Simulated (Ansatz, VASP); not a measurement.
One calculation of HfO2, two programs

Contents of INCAR:

```
PREC = Accurate
ENCUT = 520
EDIFF = 1E-8
ISMEAR = -1
SIGMA = 0.01
LREAL = False
LASPH = True
NELM = 80
ALGO = Normal
ISIF = 2
LWAVE = False
LCHARG = False
LEFG = True
NBANDS = 18
```

Contents of KPOINTS:

```
regular mesh
0
Gamma
  8 8 8
```

The input POSCAR:

```
HfO2
1.0
    0.0000000000      2.5659967402      2.5659967402
    2.5659967402      0.0000000000      2.5659967402
    2.5659967402      2.5659967402      0.0000000000
Hf O
1 2
Direct
    0.0000000000      0.0000000000      0.0000000000
    0.2500000000      0.2500000000      0.2500000000
    0.7500000000      0.7500000000      0.7500000000
```

Input for Ansatz:

```yaml
crystal:
  lattice:
    - [0.0, 2.5659967402, 2.5659967402]
    - [2.5659967402, 0.0, 2.5659967402]
    - [2.5659967402, 2.5659967402, 0.0]
  atoms:
    - { symbol: Hf, position: [0.0, 0.0, 0.0] }
    - { symbol: O, position: [0.25, 0.25, 0.25] }
    - { symbol: O, position: [0.75, 0.75, 0.75] }
kpoints:
  mp_grid: { grid: [8, 8, 8] }
scf:
  occupations: { method: fermi_dirac, width: 0.01 }
hamiltonian:
  xc: lda
  pseudopotentials: { kind: all_electron, datasets: crystal }
output:
  forces: true
  stress: true
  eigenvalues: true
  efg: { contact_densities: true }
```

Change from the starting cell: volume scaled by 1.01, crystal datasets.

Alike in both runs: task electric field gradients; functional LDA; k mesh 8 × 8 × 8; occupations fermi-dirac, width 0.01 eV; no spin polarisation.

|  | VASP | Ansatz |
| --- | --- | --- |
| version | VASP 6.6.1 | Ansatz 0.2.0 |
| potentials or method | VASP PAW LDA potentials, release 64 (Hf_pv, O), cutoff 520 eV | all-electron PAW with datasets made for the crystal, scalar-relativistic |

|  | VASP | Ansatz | Ansatz less VASP |
| --- | --- | --- | --- |
| gap on the k mesh at the Fermi level (eV) | 3.50 | 3.48 | -0.022 |
| pressure (GPa) | -21.3 | -18.5 | +2.77 |

LDA's correlation is that of Perdew and Zunger in VASP and of Perdew and Wang (1992) in Ansatz. Ansatz ran all-electron here, and VASP with PAW potentials.

Spin-orbit coupling is off throughout.
